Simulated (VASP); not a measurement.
# Sb in VASP: notebook

The runs below take Sb through single point, with r2SCAN, PBEsol.

Everything below comes from runs of VASP 6.6.1. Logs are shortened: lines on timing, memory, paths and dates and some standing lists are left out, and cuts for length are marked.

## (1) The cell of the first run

The structure is cubic, space group Im-3m (No. 229). Conventional cell: a = 3.743 Å, b = 3.743 Å, c = 3.743 Å, α = 90.00°, β = 90.00°, γ = 90.00°. Sb (site symmetry m-3m) has 14 Sb at 3.24 to 3.74 Å within 4.3 Å.

## (2) Single point, r2SCAN

File POSCAR:

```
Sb
1.0
   -1.8713408863      1.8713408863      1.8713408863
    1.8713408863     -1.8713408863      1.8713408863
    1.8713408863      1.8713408863     -1.8713408863
Sb
1
Direct
    0.0000000000      0.0000000000      0.0000000000
```

File INCAR.step1:

```
ALGO     = Normal         # electronic algorithm
EDIFF    = 1E-4           # SCF threshold, eV
ENCUT    = 520            # plane-wave cutoff, eV
GGA      = PE             # functional
ISMEAR   = -1             # smearing method
LASPH    = T              # aspherical terms in the spheres
LCHARG   = F              # write CHGCAR
LREAL    = F              # projectors in reciprocal space
LWAVE    = T              # write WAVECAR
NBANDS   = 8              # bands
NELM     = 60             # most SCF steps
PREC     = Accurate       # precision mode
SIGMA    = 0.05           # smearing width, eV
```

File INCAR.step2:

```
ALGO     = Normal         # electronic algorithm
EDIFF    = 1E-6           # SCF threshold, eV
ENCUT    = 520            # plane-wave cutoff, eV
ISIF     = 2              # what is computed and relaxed
ISMEAR   = -1             # smearing method
ISTART   = 1            
LASPH    = T              # aspherical terms in the spheres
LCHARG   = T              # write CHGCAR
LELF     = T              # ELF
LMIXTAU  = T            
LREAL    = F              # projectors in reciprocal space
LVHAR    = T            
LWAVE    = F              # write WAVECAR
METAGGA  = R2SCAN         # meta-GGA
NBANDS   = 8              # bands
NELM     = 60             # most SCF steps
PREC     = Accurate       # precision mode
SIGMA    = 0.05           # smearing width, eV
```

File KPOINTS:

```
k-points
0
Gamma
  8 8 8
```

Potentials or basis: VASP PAW PBE potentials, release 64 (Sb).

Started as:

```
cat potpaw_PBE.64/Sb/POTCAR > POTCAR
cp INCAR.step1 INCAR
mpirun -np 1 vasp_std > vasp.out
cp INCAR.step2 INCAR
mpirun -np 1 vasp_std > vasp.out
```

OUTCAR:

```text
EDIFF = 1E-6
   ENCUT = 520
   ISIF = 2
   ISMEAR = -1
   ISTART = 1
   LASPH = T
   LREAL = F
   METAGGA = R2SCAN
   NELM = 60
   PREC = Accurate

 ion  position               nearest neighbor table
   1  0.000  0.000  0.000-

  LATTYP: Found a body centered cubic cell.
 ALAT       =     3.7426817726

  Lattice vectors:

 A1 = (  -1.8713408863,   1.8713408863,   1.8713408863)
 A2 = (   1.8713408863,  -1.8713408863,   1.8713408863)
 A3 = (   1.8713408863,   1.8713408863,  -1.8713408863)

Analysis of symmetry for initial positions (statically):
=====================================================================
 Subroutine PRICEL returns:
 Original cell was already a primitive cell.

 Routine SETGRP: Setting up the symmetry group for a
 body centered cubic supercell.

 Subroutine GETGRP returns: Found 48 space group operations
 (whereof 48 operations were pure point group operations)
 out of a pool of 48 trial point group operations.

The static configuration has the point symmetry O_h .

Analysis of symmetry for dynamics (positions and initial velocities):
=====================================================================
 Subroutine PRICEL returns:
 Original cell was already a primitive cell.

 Routine SETGRP: Setting up the symmetry group for a
 body centered cubic supercell.

 Subroutine GETGRP returns: Found 48 space group operations
 (whereof 48 operations were pure point group operations)
 out of a pool of 48 trial point group operations.

The dynamic configuration has the point symmetry O_h .

 Subroutine INISYM returns: Found 48 space group operations
 (whereof 48 operations are pure point group operations),
 and found     1 'primitive' translations

----------------------------------------------------------------------------------------

                                     Primitive cell

  volume of cell :      26.2131

  direct lattice vectors                    reciprocal lattice vectors
    -1.871340886  1.871340886  1.871340886     0.000000000  0.267188092  0.267188092
     1.871340886 -1.871340886  1.871340886     0.267188092  0.000000000  0.267188092
     1.871340886  1.871340886 -1.871340886     0.267188092  0.267188092  0.000000000

  length of vectors
     3.241257493  3.241257493  3.241257493     0.377861023  0.377861023  0.377861023

[... 71 lines left out ...]
   ICHARG =      0    charge: 1-file 2-atom 10-const
   ISPIN  =      1    spin polarized calculation?
   LNONCOLLINEAR =      F non collinear calculations
   LSORBIT =      F    spin-orbit coupling
   LASPH  =      T    aspherical Exc in radial PAW
   ENCUT  =  520.0 eV  38.22 Ry    6.18 a.u.   6.03  6.03  6.03*2*pi/ulx,y,z
   NELM   =     60;   NELMIN=  2; NELMDL=  0     # of ELM steps
   EDIFF  = 0.1E-05   stopping-criterion for ELM
   LREAL  =      F    real-space projection
   EDIFFG = 0.1E-04   stopping-criterion for IOM
   NSW    =      0    number of steps for IOM
   IBRION =     -1    ionic relax: 0-MD 1-quasi-New 2-CG
   NFREE  =      0    steps in history (QN), initial steepest desc. (CG)
   ISIF   =      2    stress and relaxation
   ISYM   =      2    0-nonsym 1-usesym 2-fastsym
   POTIM  = 0.5000    time-step for ionic-motion
   TEBEG  =    0.0;   TEEND  =   0.0 temperature during run
   PSTRESS=    0.0 pullay stress
   NELECT =       5.0000    total number of electrons
   NUPDOWN=      -1.0000    fix difference up-down
   EMIN   =  10.00;   EMAX   =-10.00  energy-range for DOS
   EFERMI =   0.00;   METHOD = LEGACY
   ISMEAR =    -1;   SIGMA  =   0.05  broadening in eV -4-tet -1-fermi 0-gaus
   EFERMI_NEDOS =   21; number of points for ismear=-14 and -15
   IALGO  =     38    algorithm
   IMIX   =      4    mixing-type and parameters
     AMIX     =   0.40;   BMIX     =  1.00
     AMIX_MAG =   1.60;   BMIX_MAG =  1.00
  volume/ion in A,a.u.               =      26.21       176.89
  Fermi-wavevector in a.u.,A,eV,Ry     =   0.942378  1.780837 12.083018  0.888077
  Thomas-Fermi vector in A             =   2.069982
   LORBIT       =      0    0 simple, 1 ext, 2 COOP (PROOUT), +10 PAW based schemes
   METAGGA = R2SCAN    functional components
   LHFCALC =     F    Hartree Fock is set to
   AEXX    =    0.0000 exact exchange contribution
   IVDW    =     0    specifies the selected vdW correction
   LEPSILON=     F    determine dielectric tensor
   LRPA    =     F    only Hartree local field effects (RPA)
 non-spin polarized calculation
  energy-cutoff  :      520.00
  volume of cell :       26.21
 maximum number of plane-waves:       716
   NGX = 13   NGY = 13   NGZ = 13

 number of electron       4.9999999 magnetization

 Free energy of the ion-electron system (eV)
  ---------------------------------------------------
  ext. energy  EPLUGINS =         0.00000000
  ---------------------------------------------------
  free energy    TOTEN  =       -25.32862495 eV

  energy without entropy =      -25.32464273  energy(sigma->0) =      -25.32663384

 E-fermi :   8.6840     XC(G=0): -10.9061

 val. band max:        8.6517105340   @ k =  -0.2500   0.2500   0.1250
 cond. band min:       8.9580126362   @ k =  -0.2500   0.2500   0.2500
 fundamental gap:      0.3063021022
 Fermi energy:         8.6840107480

 k-point     1 :       0.0000    0.0000    0.0000
  band No.  band energies     occupation
      1      -4.9409      2.00000
      2      14.7422      0.00000
      3      14.7422      0.00000
      4      14.7422      0.00000
      5      19.7989      0.00000
      6      19.7989      0.00000
      7      19.7989      0.00000
      8      21.4206      0.00000
[... 243 lines left out ...]
 k-point    24 :      -0.3750    0.3750    0.2500
  band No.  band energies     occupation
      1      -0.5279      2.00000
      2       5.9662      2.00000
      3       8.3328      1.99822
      4       9.5597      0.00000
      5      14.3065      0.00000
      6      18.8912      0.00000
      7      20.8732      0.00000
      8      22.0527      0.00000

 [... further k-points ...]
[... 5 lines left out ...]
  --------------------------------------------------------------------------------------
  -------------------------------------------------------------------------------------
  Total        0.2163887      0.2163887      0.2163887      0.0000000     -0.0000000      0.0000000
  in kB       13.2259400     13.2259400     13.2259400      0.0000000     -0.0000000      0.0000000
  external PRESSURE =      13.2259400 kB  Pullay stress =       0.0000000 kB

 VOLUME and BASIS-vectors are now :
 -----------------------------------------------------------------------------
  energy-cutoff  :      520.00
  volume of cell :       26.21
      direct lattice vectors                 reciprocal lattice vectors
    -1.871340886  1.871340886  1.871340886     0.000000000  0.267188092  0.267188092
     1.871340886 -1.871340886  1.871340886     0.267188092  0.000000000  0.267188092
     1.871340886  1.871340886 -1.871340886     0.267188092  0.267188092  0.000000000

 POSITION                                       TOTAL-FORCE (eV/Angst)
 -----------------------------------------------------------------------------------
      0.00000      0.00000      0.00000         0.000000     -0.000000      0.000000
 -----------------------------------------------------------------------------------
    total drift:                                0.000000     -0.000000      0.000000

  FREE ENERGIE OF THE ION-ELECTRON SYSTEM (eV)
  ---------------------------------------------------
  free  energy   TOTEN  =       -25.3286249516 eV

  energy  without entropy=      -25.3246427267  energy(sigma->0) =      -25.32663384
```

OUTCAR.step1:

```text
EDIFF = 1E-4
   ENCUT = 520
   GGA = PE
   ISMEAR = -1
   LASPH = T
   LREAL = F
[... 477 lines left out ...]

 POSITION                                       TOTAL-FORCE (eV/Angst)
 -----------------------------------------------------------------------------------
      0.00000      0.00000      0.00000        -0.000000      0.000000     -0.000000
 -----------------------------------------------------------------------------------
    total drift:                                0.000000      0.000000      0.000000

  FREE ENERGIE OF THE ION-ELECTRON SYSTEM (eV)
  ---------------------------------------------------
  free  energy   TOTEN  =        -3.8836157379 eV

  energy  without entropy=       -3.8783317271  energy(sigma->0) =       -3.88097373
```

It took 15 s on 1 thread of Intel Xeon 6975P-C, shared host; peak memory 0.14 GiB.

Results:

```
Free energy : -25.3286 eV
Pressure    : 1.3 GPa
```

Levels at points of the mesh, in eV from the Fermi level:
| k point | band 1 | band 2 | band 3 | band 4 | band 5 | band 6 | band 7 |
| --- | --- | --- | --- | --- | --- | --- | --- |
| (0.00, 0.00, 0.00) | -13.62 | 6.06 | 6.06 | 6.06 | 11.11 | 11.11 | 11.11 |
| (0.50, 0.00, 0.00) | -9.15 | -6.00 | 1.81 | 4.19 | 7.16 | 7.34 | 14.99 |
| (0.50, 0.50, 0.50) | -5.42 | -2.21 | -2.21 | -2.21 | 3.36 | 3.36 | 18.57 |

Caveat: the PAW data sets were made with another functional, which shifts forces and pressure a little; spin-orbit coupling is left out, which moves the levels of the heavy elements.

## (3) Single point, PBEsol

File INCAR:

```
SYSTEM = Sb
ALGO = Normal
EDIFF = 1E-6
ENCUT = 520
GGA = PS
ISIF = 2
ISMEAR = -1
LASPH = .TRUE.
LCHARG = .FALSE.
LREAL = .FALSE.
LWAVE = .FALSE.
NBANDS = 8
NELM = 100
PREC = Accurate
SIGMA = 0.1
```

File KPOINTS:

```
k-points
0
G
  7 7 7
  0 0 0
```

File POSCAR:

```
Sb
1.0
   -1.9116750000      1.8985960000      1.9109740000
    1.8664480000     -1.9242180000      1.8913690000
    1.8258330000      1.8383760000     -1.9365960000
Sb
1
Direct
    0.0066800000      0.0021220000      0.0177370000
```

Potentials or basis: VASP PAW PBE potentials, release 64 (Sb).

Started as:

```
cat potpaw_PBE.64/Sb/POTCAR > POTCAR
mpirun -np 1 vasp_std > vasp.out
```

Wall time 14 s (1 thread of Intel Xeon 6975P-C, shared host); peak memory 0.16 GiB.

The run converged. Its results:

- Free energy: -4.3255 eV
- Pressure: -0.1 GPa

Stress tensor (GPa, compression positive):
```
-0.28 -0.29 -0.33
-0.29 -0.17 -0.48
-0.33 -0.48  0.07
```

Levels at points of the mesh, in eV from the Fermi level:
```
           k point  band 1  band 2  band 3  band 4  band 5
(0.00, 0.00, 0.00)  -13.16    5.23    5.40    6.10   10.21
```

Caveat: the PAW data sets were made with another functional, which shifts forces and pressure a little; spin-orbit coupling is left out, which moves the levels of the heavy elements.

(Continued in part 2 of 2.)
